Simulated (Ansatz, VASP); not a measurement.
## Ga2SnH6: VASP beside Ansatz

```
CELL_PARAMETERS angstrom
0.00000 3.76577 3.76577
3.76577 0.00000 3.76577
3.76577 3.76577 0.00000
ATOMIC_POSITIONS crystal
Ga 0.75000 0.75000 0.75000
Ga 0.25000 0.25000 0.25000
Sn 0.00000 0.00000 0.00000
H 0.50000 0.00000 0.00000
H 0.00000 0.50000 0.00000
H 0.00000 0.00000 0.50000
H 0.00000 0.50000 0.50000
H 0.50000 0.00000 0.50000
H 0.50000 0.50000 0.00000
```

Alike in both runs: task relaxation of cell and atoms; functional PBE; k mesh 10 × 10 × 10; occupations gaussian, width 0.1 eV; no spin polarisation.

```csv
,VASP,Ansatz
version,VASP 6.6.1,Ansatz 0.2.0
potentials or method,"VASP PAW PBE potentials, release 64 (Ga_d, Sn_d, H), cutoff 600 eV","scalar-relativistic, plane waves, PAW"
valence electrons in the cell,46,46
```

VASP gave:

```
gap on the k mesh at the Fermi level, each at its own relaxed structure (eV) : none
relaxed volume (Å³/atom)                                                     : 11.85
relaxed cell length with the largest relative difference (Å)                 : 5.323
```

**Question.** Which values does Ansatz return?

**Answer.** gap on the k mesh at the Fermi level, each at its own relaxed structure (eV): none; relaxed volume (Å³/atom): 11.83; relaxed cell length with the largest relative difference (Å): 5.320.

A gap of «none» marks a metal or a gap that the smearing closes.
